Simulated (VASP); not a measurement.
Write the native input for VASP 6.6.1 that does the following.

| Property | Result |
| --- | --- |
| Task | single point |
| Functional | PBE |
| Dispersion | D3(BJ) |
| Potentials or basis | VASP PAW PBE potentials, release 64 (Al) |
| Cutoff | 520 eV |
| k mesh | 22 × 22 × 22 |
| Occupations | gaussian, width 0.15 eV |
| Spin | no spin polarisation |
| Dipole correction | no |
| Further INCAR settings | ALGO = Normal; EDIFF = 1e-06; NBANDS = 8 |

The structure of Al lies in POSCAR:

```
Al
1.0
    0.0000000000      2.3793313799      1.6172315389
    2.3793313799      0.0000000000      1.6172315389
    2.3793313799      2.3793313799      0.0000000000
Al
1
Direct
    0.0000000000      0.0000000000      0.0000000000
```

One way to write it, as run:

INCAR

```
PREC     = Accurate       # precision mode
ENCUT    = 520            # plane-wave cutoff, eV
EDIFF    = 1E-6           # SCF threshold, eV
ISMEAR   = 0              # smearing method
SIGMA    = 0.15           # smearing width, eV
LREAL    = False          # projectors in reciprocal space
LASPH    = True           # aspherical terms in the spheres
NELM     = 100            # most SCF steps
ALGO     = Normal         # electronic algorithm
ISIF     = 2              # what is computed and relaxed
LWAVE    = False          # write WAVECAR
LCHARG   = True           # write CHGCAR
GGA      = PE             # functional
IVDW     = 12             # dispersion correction
LELF     = True           # ELF
LVHAR    = True         
NBANDS   = 8              # bands
```

KPOINTS

```
regular mesh
0
Gamma
  22 22 22
```

Potentials or basis: VASP PAW PBE potentials, release 64 (Al).

Run with:

```console
$ cat potpaw_PBE.64/Al/POTCAR > POTCAR
$ mpirun -np 1 vasp_std > vasp.out
```

It gave:

```yaml
Pressure: -7.3 GPa
Band_gap_on_the_k_mesh: zero (an odd number of electrons rules out a gap without spin polarisation)
Dispersion_energy_per_atom: -0.302 eV
```

Caveat: the cell stands under tension.

Wall time 70 s on 1 thread of Intel(R) Xeon(R) Platinum 8488C (Sapphire Rapids) (shared host), peak memory 0.23 GiB.
